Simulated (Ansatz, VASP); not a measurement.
One calculation of SiC, two programs

```
Si C
1.0
     0.85006    2.67162    2.67162
     2.67162    0.85006    2.67162
     2.67162    2.67162    0.85006
Si C
1 1
Direct
  0.00000 0.00000 0.00000
  0.75000 0.75000 0.75000
```

Alike in both runs: task single point; functional r2SCAN; k mesh 12 × 12 × 12; occupations gaussian, width 0.05 eV; no spin polarisation.

|  | VASP | Ansatz |
| --- | --- | --- |
| version | VASP 6.6.1 | Ansatz 0.2.0 |
| potentials or method | VASP PAW PBE potentials, release 64 (Si, C), cutoff 520 eV | scalar-relativistic, plane waves, PAW |
| valence electrons in the cell | 8 | 8 |

```csv
,VASP,Ansatz,Ansatz less VASP
gap on the k mesh at the Fermi level (eV),none,none,-
rms of the force components (eV/Å),0.663,0.657,-0.0059
```

VASP's potentials were made for PBE, not for r2SCAN. Atom by atom the forces differ by 0.006 eV/Å (rms over components). A gap of «none» marks a metal or a gap that the smearing closes.
